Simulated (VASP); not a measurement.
# Zr (P6_3/mmc) in VASP: notebook

The runs below take Zr through vibrations by perturbation theory, elastic constants, with LDA, PBE.

Everything below comes from runs of VASP 6.6.1. Logs are shortened: lines on timing, memory, paths and dates and some standing lists are left out, and cuts for length are marked.

**1. The cell of the first run**

The structure is hexagonal, space group P6_3/mmc (No. 194). Conventional cell: a = 3.232 Å, b = 3.232 Å, c = 5.147 Å, α = 90.00°, β = 90.00°, γ = 120.00°. Within 4.2 Å of Zr (site symmetry -6m2) lie 12 Zr at 3.18 to 3.23 Å.

**2. Vibrations by perturbation theory, LDA**

INCAR reads:

```
  PREC = Accurate
  ENCUT = 520
  EDIFF = 1E-8
  ISMEAR = -1
  SIGMA = 0.05
  LREAL = F
  LASPH = T
  NELM = 60
  ALGO = Normal
  ISIF = 2
  LWAVE = F
  LCHARG = F
  NBANDS = 19
  IBRION = 8
  NSW = 1
```

KPOINTS reads:

```
Automatic mesh
0
Gamma
  7 7 4
```

POSCAR reads:

```
Zr
1.0
    3.2320000000      0.0000000000      0.0000000000
   -1.6160000000      2.7989941050      0.0000000000
    0.0000000000      0.0000000000      5.1470000000
Zr
2
Direct
    0.6666666667      0.3333333333      0.7500000000
    0.3333333333      0.6666666667      0.2500000000
```

Potentials or basis: VASP PAW LDA potentials, release 64 (Zr_sv).

Run with:

```
$ cat potpaw_LDA.64/Zr_sv/POTCAR > POTCAR
$ mpirun -np 1 vasp_std > vasp.out
```

OUTCAR:

```text
PREC = Accurate
   ENCUT = 520
   EDIFF = 1E-8
   ISMEAR = -1
   LREAL = F
   LASPH = T
   NELM = 60
   ISIF = 2
   IBRION = 8
   NSW = 1

 ion  position               nearest neighbor table
   1  0.667  0.333  0.750-   2 3.18   2 3.18   2 3.18   2 3.18   2 3.18   2 3.18
   2  0.333  0.667  0.250-   1 3.18   1 3.18   1 3.18   1 3.18   1 3.18   1 3.18

  LATTYP: Found a hexagonal cell.
 ALAT       =     3.2320000000
 C/A-ratio  =     1.5925123762

  Lattice vectors:

 A1 = (   3.2320000000,   0.0000000000,   0.0000000000)
 A2 = (  -1.6160000000,   2.7989941050,   0.0000000000)
 A3 = (   0.0000000000,   0.0000000000,   5.1470000000)

Analysis of symmetry for initial positions (statically):
=====================================================================
 Subroutine PRICEL returns:
 Original cell was already a primitive cell.

 Routine SETGRP: Setting up the symmetry group for a
 hexagonal supercell.

 Subroutine GETGRP returns: Found 24 space group operations
 (whereof 12 operations were pure point group operations)
 out of a pool of 24 trial point group operations.

The static configuration has the point symmetry D_3d.
 The point group associated with its full space group is D_6h.

Analysis of symmetry for dynamics (positions and initial velocities):
=====================================================================
 Subroutine PRICEL returns:
 Original cell was already a primitive cell.

 Routine SETGRP: Setting up the symmetry group for a
 hexagonal supercell.

 Subroutine GETGRP returns: Found 24 space group operations
 (whereof 12 operations were pure point group operations)
 out of a pool of 24 trial point group operations.

The dynamic configuration has the point symmetry D_3d.
 The point group associated with its full space group is D_6h.

 Subroutine INISYM returns: Found 24 space group operations
 (whereof 12 operations are pure point group operations),
 and found     1 'primitive' translations

----------------------------------------------------------------------------------------

                                     Primitive cell

  volume of cell :      46.5616

  direct lattice vectors                    reciprocal lattice vectors
     3.232000000  0.000000000  0.000000000     0.309405941  0.178635603  0.000000000
    -1.616000000  2.798994105  0.000000000     0.000000000  0.357271206  0.000000000
     0.000000000  0.000000000  5.147000000     0.000000000  0.000000000  0.194287935

  length of vectors
     3.232000000  3.232000000  5.147000000     0.357271206  0.357271206  0.194287935

  position of ions in fractional coordinates (direct lattice)
     0.666666667  0.333333333  0.750000000
     0.333333333  0.666666667  0.250000000

  ion indices of the primitive-cell ions
   primitive index   ion index
                 1           1
                 2           2

----------------------------------------------------------------------------------------

 KPOINTS: Automatic mesh

Automatic generation of k-mesh.
 Grid dimensions read from file:
 generate k-points for:    7    7    4

 Generating k-lattice:

  Cartesian coordinates                     Fractional coordinates (reciprocal lattice)
     0.044200849  0.025519372  0.000000000     0.142857143 -0.000000000  0.000000000
     0.000000000  0.051038744  0.000000000     0.000000000  0.142857143  0.000000000
     0.000000000  0.000000000  0.048571984     0.000000000  0.000000000  0.250000000

  Length of vectors
     0.051038744  0.051038744  0.048571984
[... 77 lines left out ...]
   LORBIT       =      0    0 simple, 1 ext, 2 COOP (PROOUT), +10 PAW based schemes
   GGA     = CA    functional components
   LHFCALC =     F    Hartree Fock is set to
   AEXX    =    0.0000 exact exchange contribution
   IVDW    =     0    specifies the selected vdW correction
   LEPSILON=     F    determine dielectric tensor
   LRPA    =     F    only Hartree local field effects (RPA)
 non-spin polarized calculation
  energy-cutoff  :      520.00
  volume of cell :       46.56
 maximum number of plane-waves:      1272
   NGX = 13   NGY = 13   NGZ = 19

--------------------------------------- Ionic step        1  -------------------------------------------

 number of electron      24.0000000 magnetization

 Free energy of the ion-electron system (eV)
  ---------------------------------------------------
  ext. energy  EPLUGINS =         0.00000000
  ---------------------------------------------------
  free energy    TOTEN  =       -18.52975948 eV

  energy without entropy =      -18.50744305  energy(sigma->0) =      -18.51860126

 E-fermi :   8.8484     XC(G=0): -11.2947

 val. band max:        8.8411470774   @ k =   0.0000   0.0000   0.5000
 cond. band min:       8.8631513613   @ k =   0.2857   0.2857   0.2500
 fundamental gap:      0.0220042839
 Fermi energy:         8.8484074061

 k-point     1 :       0.0000    0.0000    0.0000
  band No.  band energies     occupation
      1     -39.7654      2.00000
      2     -39.6067      2.00000
      3     -18.4448      2.00000
      4     -17.5582      2.00000
      5     -17.5582      2.00000
      6     -17.4190      2.00000
[... 517 lines left out ...]
     18      13.3795      0.00000
     19      16.0226      0.00000

------------------------ aborting loop because EDIFF is reached ----------------------------------------

  FORCE on cell =-STRESS in cart. coord.  units (eV):
  Direction    XX          YY          ZZ          XY          YZ          ZX
  --------------------------------------------------------------------------------------
  -------------------------------------------------------------------------------------
  Total       -1.7092058     -1.7092058     -1.7546527      0.0000000      0.0000000     -0.0000000
  in kB      -58.8135567    -58.8135567    -60.3773791      0.0000000      0.0000000     -0.0000000
  external PRESSURE =     -59.3348308 kB  Pullay stress =       0.0000000 kB

 VOLUME and BASIS-vectors are now :
 -----------------------------------------------------------------------------
  energy-cutoff  :      520.00
  volume of cell :       46.56
      direct lattice vectors                 reciprocal lattice vectors
     3.232000000  0.000000000  0.000000000     0.309405941  0.178635603  0.000000000
    -1.616000000  2.798994105  0.000000000     0.000000000  0.357271206  0.000000000
     0.000000000  0.000000000  5.147000000     0.000000000  0.000000000  0.194287935

 POSITION                                       TOTAL-FORCE (eV/Angst)
 -----------------------------------------------------------------------------------
      1.61600      0.93300      3.86025        -0.000000      0.000000      0.000000
     -0.00000      1.86600      1.28675         0.000000     -0.000000      0.000000
 -----------------------------------------------------------------------------------
    total drift:                               -0.000000      0.000000     -0.000000

  FREE ENERGIE OF THE ION-ELECTRON SYSTEM (eV)
  ---------------------------------------------------
  free  energy   TOTEN  =       -18.5297594763 eV

  energy  without entropy=      -18.5074430488  energy(sigma->0) =      -18.51860126

[... ionic steps 2 to 3 ...]

--------------------------------------- Ionic step        4  -------------------------------------------

------------------------ aborting loop because EDIFF is reached ----------------------------------------

[... ionic steps 5 to 5 ...]

--------------------------------------- Ionic step        6  -------------------------------------------

 Free energy of the ion-electron system (eV)
  ---------------------------------------------------
  ---------------------------------------------------
  free energy    TOTEN  =        -0.73030394 eV

  energy without entropy =       -0.73030394

------------------------ aborting loop because EDIFF is reached ----------------------------------------

 INTERNAL STRAIN TENSOR  FOR ION    1  DIRECTION 3   (eV/Angst):
 -----------------------------------------------------------------------------
     0.17220 -0.00000  0.00000
     0.00000  0.17220 -0.00000
     0.00000 -0.00000 -0.34576

 INTERNAL STRAIN TENSOR FOR ION    2 for displacements in x,y,z  (eV/Angst):
          X           Y           Z          XY          YZ          ZX
  --------------------------------------------------------------------------------
  x     0.00000    -0.00000     0.00000    -2.25856     0.00000     0.00000
  y    -2.25856     2.25856    -0.00000    -0.00000     0.00000     0.00000
  z     0.00000    -0.00000     0.00000     0.00000    -0.00000     0.00000

 SECOND DERIVATIVES (NOT SYMMETRIZED)
 ------------------------------------
               1X          1Y          1Z          2X          2Y          2Z
  1X    -0.364004    0.000000    0.000000    0.364004   -0.000000    0.000000
  1Y    -0.000000   -0.364004    0.000000    0.000000    0.364004    0.000000
  1Z     0.000000    0.000000   -2.520923    0.000000    0.000000    2.520923
  2X     0.364004   -0.000000    0.000000   -0.364004    0.000000    0.000000
  2Y     0.000000    0.364004    0.000000   -0.000000   -0.364004    0.000000
  2Z     0.000000    0.000000    2.520923    0.000000    0.000000   -2.520923

 Eigenvectors and eigenvalues of the dynamical matrix
 ----------------------------------------------------

   1 f  =    3.675284 THz    23.092493 2PiTHz  122.594294 cm-1    15.199748 meV
             X         Y         Z           dx          dy          dz
      1.616000  0.932998  3.860250     0.000000    0.000000    0.707107
     -0.000000  1.865996  1.286750     0.000000    0.000000   -0.707107
[... 16 lines left out ...]
   5 f  =    0.000000 THz     0.000000 2PiTHz    0.000000 cm-1     0.000000 meV
             X         Y         Z           dx          dy          dz
      1.616000  0.932998  3.860250    -0.707107   -0.000000    0.000000
     -0.000000  1.865996  1.286750    -0.707107    0.000000    0.000000

   6 f/i=    0.000000 THz     0.000000 2PiTHz    0.000001 cm-1     0.000000 meV
             X         Y         Z           dx          dy          dz
      1.616000  0.932998  3.860250     0.000000   -0.451863    0.543893
     -0.000000  1.865996  1.286750     0.000000   -0.451863    0.543893

--------------------------------------------------------------------------------------------------------

 ELASTIC MODULI CONTR FROM IONIC RELAXATION (kBar)
 Direction    XX          YY          ZZ          XY          YZ          ZX
 --------------------------------------------------------------------------------
 XX        -482.2146    482.2146     -0.0000     -0.0000     -0.0000      0.0000
 YY         482.2146   -482.2146      0.0000      0.0000      0.0000      0.0000
 ZZ          -0.0000      0.0000     -0.0000     -0.0000     -0.0000      0.0000
 XY          -0.0000      0.0000     -0.0000   -482.2146     -0.0000      0.0000
 YZ          -0.0000      0.0000     -0.0000     -0.0000     -0.0000      0.0000
 ZX           0.0000      0.0000      0.0000      0.0000      0.0000      0.0000
 --------------------------------------------------------------------------------
```

It took 5.9 min on 1 thread of Intel Xeon 8259CL, shared host; peak memory 0.25 GiB.

Results:

* Highest phonon frequency at Γ: 123 cm⁻¹

Phonon frequencies in cm⁻¹ (negative: imaginary):
```
              q point      frequencies
(0.000, 0.000, 0.000)  0 0 0 47 47 123
```

Caveat: the cell stands under pressure or tension, which shifts response properties.

**3. Elastic constants, PBE**

INCAR reads:

```
ALGO = Normal
EDIFF = 1E-8
ENCUT = 600
GGA = PE
IBRION = 6
ISIF = 3
ISMEAR = -1
LASPH = T
LCHARG = F
LREAL = F
LWAVE = F
NELM = 60
NFREE = 2
NSW = 1
POTIM = 0.015
PREC = Accurate
SIGMA = 0.05
```

KPOINTS reads:

```
k-points
0
Gamma
  7 7 4
```

POSCAR is that of step 2.

Potentials or basis: VASP PAW PBE potentials, release 64 (Zr_sv).

Run with:

```
$ cat potpaw_PBE.64/Zr_sv/POTCAR > POTCAR
$ mpirun -np 1 vasp_std > vasp.out
```

Wall time 14 min (1 thread of Intel Xeon 8259CL, shared host); peak memory 0.27 GiB.

The run converged. Its results:

```yaml
Voigt_bulk_modulus: 95 GPa
Highest_phonon_frequency_at_Γ: 140 cm⁻¹
```

Phonon frequencies in cm⁻¹ (negative: imaginary):
```csv
q point,frequencies
"(0.000, 0.000, 0.000)",0 0 0 54 54 140
```

Elastic tensor in Voigt notation (GPa, in the Cartesian axes of the cell as first typed):
```
 55 161  69   0   0   0
161  55  69   0   0   0
 69  69 148   0   0   0
  0   0   0  22   0   0
  0   0   0   0  22   0
  0   0   0   0   0 -53
```

Clamped-ion elastic tensor (GPa):
```
137  80  69   0   0   0
 80 137  69   0   0   0
 69  69 148   0   0   0
  0   0   0  22   0   0
  0   0   0   0  22   0
  0   0   0   0   0  28
```

Caveat: the elastic tensor has a negative eigenvalue, so either the cell is unstable as it stands or the mesh is too thin.
